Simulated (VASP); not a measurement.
# Bi (C2/c) in VASP: single point with LDA

Aim: the single point of Bi with LDA.

All numbers are computed with VASP 6.6.1; they aren't measurements. Logs are shortened: lines on timing, memory, paths and dates and some standing lists are left out, and cuts for length are marked.

**1. The cell of the first run**

The structure is monoclinic, space group C2/c (No. 15). The conventional cell has a = 3.292 Å, b = 8.798 Å, c = 4.607 Å, α = 90.00°, β = 108.83°, γ = 90.00°. Bi (site symmetry 2) has 10 Bi at 3.19 to 4.02 Å within 4.2 Å.

**2. Single point, LDA**

INCAR reads:

```
PREC = Accurate
ENCUT = 520
EDIFF = 1E-6
ISMEAR = -1
SIGMA = 0.1
LREAL = F
LASPH = T
NELM = 60
ALGO = Normal
ISIF = 2
LWAVE = F
LCHARG = F
NBANDS = 22
```

KPOINTS reads:

```
Automatic mesh
0
Gamma
  18 18 12
```

POSCAR reads:

```
Bi
1.0
   -3.0890837434      3.1320708276      1.6457271318
    3.1320708276     -3.0890837434      1.6457271318
    3.0636776652      3.0636776652     -1.5669962083
Bi
2
Direct
    0.0004446305      0.9995553695      0.0000000000
    0.7495553695      0.2504446305      0.5000000000
```

Potentials or basis: VASP PAW LDA potentials, release 64 (Bi_d).

On the command line:

```bash
cat potpaw_LDA.64/Bi_d/POTCAR > POTCAR
mpirun -np 1 vasp_std > vasp.out
```

OUTCAR:

```text
PREC = Accurate
   ENCUT = 520
   EDIFF = 1E-6
   ISMEAR = -1
   LREAL = F
   LASPH = T
   NELM = 60
   ISIF = 2

 ion  position               nearest neighbor table
   1  0.000  1.000  0.000-   2 3.19   2 3.19   2 3.22   2 3.22   2 3.91   2 3.91
   2  0.750  0.250  0.500-   1 3.19   1 3.19   1 3.22   1 3.22   1 3.91   1 3.91

  LATTYP: Found a base centered monoclinic cell.
 ALAT       =     3.2920156361
 B/A-ratio  =     2.6725393013
 C/A-ratio  =     1.3995543665
 COS(beta)  =    -0.3226836525

  Lattice vectors:

 A1 = (  -3.0890837434,   3.1320708276,   1.6457271318)
 A2 = (   3.1320708276,  -3.0890837434,   1.6457271318)
 A3 = (   3.0636776652,   3.0636776652,  -1.5669962083)

Analysis of symmetry for initial positions (statically):
=====================================================================
 Subroutine PRICEL returns:
 Original cell was already a primitive cell.

 Routine SETGRP: Setting up the symmetry group for a
 base centered monoclinic supercell.

 Subroutine GETGRP returns: Found  4 space group operations
 (whereof  2 operations were pure point group operations)
 out of a pool of  4 trial point group operations.

The static configuration has the point symmetry C_2 .
 The point group associated with its full space group is C_2h.

Analysis of symmetry for dynamics (positions and initial velocities):
=====================================================================
 Subroutine PRICEL returns:
 Original cell was already a primitive cell.

 Routine SETGRP: Setting up the symmetry group for a
 base centered monoclinic supercell.

 Subroutine GETGRP returns: Found  4 space group operations
 (whereof  2 operations were pure point group operations)
 out of a pool of  4 trial point group operations.

The dynamic configuration has the point symmetry C_2 .
 The point group associated with its full space group is C_2h.

 Subroutine INISYM returns: Found  4 space group operations
 (whereof  2 operations are pure point group operations),
 and found     1 'primitive' translations

----------------------------------------------------------------------------------------

                                     Primitive cell

  volume of cell :      63.1529

  direct lattice vectors                    reciprocal lattice vectors
    -3.089083743  3.132070828  1.645727132    -0.003189005  0.157552862  0.301801049
[... 80 lines left out ...]
   ISPIN  =      1    spin polarized calculation?
   LNONCOLLINEAR =      F non collinear calculations
   LSORBIT =      F    spin-orbit coupling
   LASPH  =      T    aspherical Exc in radial PAW
   ENCUT  =  520.0 eV  38.22 Ry    6.18 a.u.   8.73  8.73  8.57*2*pi/ulx,y,z
   NELM   =     60;   NELMIN=  2; NELMDL= -5     # of ELM steps
   EDIFF  = 0.1E-05   stopping-criterion for ELM
   LREAL  =      F    real-space projection
   EDIFFG = 0.1E-04   stopping-criterion for IOM
   NSW    =      0    number of steps for IOM
   IBRION =     -1    ionic relax: 0-MD 1-quasi-New 2-CG
   NFREE  =      0    steps in history (QN), initial steepest desc. (CG)
   ISIF   =      2    stress and relaxation
   ISYM   =      2    0-nonsym 1-usesym 2-fastsym
   POTIM  = 0.5000    time-step for ionic-motion
   TEBEG  =    0.0;   TEEND  =   0.0 temperature during run
   PSTRESS=    0.0 pullay stress
   NELECT =      30.0000    total number of electrons
   NUPDOWN=      -1.0000    fix difference up-down
   EMIN   =  10.00;   EMAX   =-10.00  energy-range for DOS
   EFERMI =   0.00;   METHOD = LEGACY
   ISMEAR =    -1;   SIGMA  =   0.10  broadening in eV -4-tet -1-fermi 0-gaus
   EFERMI_NEDOS =   21; number of points for ismear=-14 and -15
   IALGO  =     38    algorithm
   IMIX   =      4    mixing-type and parameters
     AMIX     =   0.40;   BMIX     =  1.00
     AMIX_MAG =   1.60;   BMIX_MAG =  1.00
  volume/ion in A,a.u.               =      31.58       213.09
  Fermi-wavevector in a.u.,A,eV,Ry     =   1.277372  2.413884 22.200352  1.631680
  Thomas-Fermi vector in A             =   2.409976
   LORBIT       =      0    0 simple, 1 ext, 2 COOP (PROOUT), +10 PAW based schemes
   GGA     = CA    functional components
   LHFCALC =     F    Hartree Fock is set to
   AEXX    =    0.0000 exact exchange contribution
   IVDW    =     0    specifies the selected vdW correction
   LEPSILON=     F    determine dielectric tensor
   LRPA    =     F    only Hartree local field effects (RPA)
 non-spin polarized calculation
  energy-cutoff  :      520.00
  volume of cell :       63.15
 maximum number of plane-waves:      1719
   NGX = 17   NGY = 17   NGZ = 17

 number of electron      29.9999995 magnetization

 Free energy of the ion-electron system (eV)
  ---------------------------------------------------
  ext. energy  EPLUGINS =         0.00000000
  ---------------------------------------------------
  free energy    TOTEN  =        -9.09079364 eV

  energy without entropy =       -9.05586220  energy(sigma->0) =       -9.07332792

 E-fermi :   7.4327     XC(G=0): -10.3822

 val. band max:        7.4309091499   @ k =  -0.1111   0.3889   0.4167
 cond. band min:       7.4329611004   @ k =  -0.2778   0.0556   0.1667
 fundamental gap:      0.0020519504
 Fermi energy:         7.4327146955

 k-point     1 :       0.0000    0.0000    0.0000
  band No.  band energies     occupation
      1     -15.5919      2.00000
      2     -15.5344      2.00000
      3     -15.4796      2.00000
      4     -15.4661      2.00000
      5     -15.3202      2.00000
      6     -15.3194      2.00000
[... 589 lines left out ...]
     21      15.0150      0.00000
     22      16.3411      0.00000

 [... further k-points ...]

------------------------ aborting loop because EDIFF is reached ----------------------------------------

  FORCE on cell =-STRESS in cart. coord.  units (eV):
  Direction    XX          YY          ZZ          XY          YZ          ZX
  --------------------------------------------------------------------------------------
  -------------------------------------------------------------------------------------
  Total        0.1005626      0.1005626      0.0206767      0.0183716     -0.0351408     -0.0351407
  in kB        2.5512553      2.5512553      0.5245645      0.4660837     -0.8915148     -0.8915129
  external PRESSURE =       1.8756917 kB  Pullay stress =       0.0000000 kB

 VOLUME and BASIS-vectors are now :
 -----------------------------------------------------------------------------
  energy-cutoff  :      520.00
  volume of cell :       63.15
      direct lattice vectors                 reciprocal lattice vectors
    -3.089083743  3.132070828  1.645727132    -0.003189005  0.157552862  0.301801049
     3.132070828 -3.089083743  1.645727132     0.157552862 -0.003189005  0.301801049
     3.063677665  3.063677665 -1.566996208     0.162119592  0.162119592 -0.004234632

 POSITION                                       TOTAL-FORCE (eV/Angst)
 -----------------------------------------------------------------------------------
      3.12930     -3.08632      1.64573         0.002603     -0.002603      0.000000
      0.00081      3.10585      0.86223        -0.002603      0.002603     -0.000000
 -----------------------------------------------------------------------------------
    total drift:                                0.000000      0.000000     -0.000000

  FREE ENERGIE OF THE ION-ELECTRON SYSTEM (eV)
  ---------------------------------------------------
  free  energy   TOTEN  =        -9.0907936404 eV

  energy  without entropy=       -9.0558622015  energy(sigma->0) =       -9.07332792
```

OSZICAR:

```text
N       E                     dE             d eps       ncg     rms          rms(c)
DAV:   1     0.305771425029E+03    0.30577E+03   -0.15897E+04 45696   0.168E+03
DAV:   2     0.163285613107E+02   -0.28944E+03   -0.28218E+03 46624   0.446E+02
DAV:   3    -0.822977253633E+01   -0.24558E+02   -0.24238E+02 54836   0.143E+02
DAV:   4    -0.906069209619E+01   -0.83092E+00   -0.83038E+00 54204   0.286E+01
DAV:   5    -0.910629267654E+01   -0.45601E-01   -0.45599E-01 70494   0.597E+00    0.822E-01
DAV:   6    -0.909510740935E+01    0.11185E-01   -0.16887E-02 55550   0.157E+00    0.468E-01
DAV:   7    -0.909094976322E+01    0.41576E-02   -0.86229E-03 62076   0.109E+00    0.107E-01
DAV:   8    -0.909079178781E+01    0.15798E-03   -0.76178E-04 54944   0.361E-01    0.100E-02
DAV:   9    -0.909079369059E+01   -0.19028E-05   -0.25950E-05 68640   0.424E-02    0.440E-03
DAV:  10    -0.909079364036E+01    0.50226E-07   -0.86734E-07 37292   0.889E-03
   1 F= -.90907936E+01 E0= -.90733279E+01  d E =-.349314E-01
```

stdout:

```text
POSCAR found type information on POSCAR Bi
 POSCAR found :  1 types and       2 ions
 scaLAPACK will be used
 LDA part: xc-table for (Slater(with rela. corr.)+CA(PZ))
 , standard interpolation
 POSCAR, INCAR and KPOINTS ok, starting setup
 FFT: planning ... GRIDC
 FFT: planning ... GRID_SOFT
 FFT: planning ... GRID
 WAVECAR not read
 entering main loop
```

Wall time 18 min (1 thread of Oxide Virtual Turin-like, shared host); peak memory 1 GiB.

What came out:

```yaml
Free_energy: -9.0908 eV
Pressure: 0.2 GPa
Largest_force: 0.004 eV/Å
Band_gap_on_the_k_mesh: zero (bands 15 and 16 overlap by 5.60 eV)
```

Forces on the atoms (eV/Å):
```
Bi   0.003 -0.003  0.000
Bi  -0.003  0.003  0.000
```

Stress tensor (GPa, compression positive):
```
 0.26  0.05 -0.09
 0.05  0.26 -0.09
-0.09 -0.09  0.05
```

Levels at points of the mesh, in eV from the Fermi level:
| k point | band 12 | band 13 | band 14 | band 15 | band 16 | band 17 | band 18 | band 19 |
| --- | --- | --- | --- | --- | --- | --- | --- | --- |
| (0.00, 0.00, 0.00) | -9.07 | -3.26 | -3.15 | 2.70 | 3.61 | 3.64 | 4.51 | 4.56 |
| (0.50, 0.00, 0.00) | -9.10 | -4.39 | -2.99 | -2.18 | 0.94 | 1.63 | 2.03 | 5.92 |
| (0.50, 0.50, 0.00) | -11.89 | -0.92 | -0.87 | -0.87 | -0.86 | 3.75 | 4.40 | 8.16 |
| (0.00, 0.00, 0.50) | -11.88 | -0.98 | -0.98 | -0.93 | -0.93 | 4.05 | 4.05 | 8.49 |
| (0.50, 0.00, 0.50) | -9.16 | -4.40 | -3.05 | -2.34 | 0.49 | 1.49 | 2.14 | 5.84 |
| (0.50, 0.50, 0.50) | -11.34 | -5.38 | -5.38 | 3.49 | 3.49 | 5.90 | 5.90 | 10.31 |

Caveat: spin-orbit coupling is left out, which moves the levels of the heavy elements.
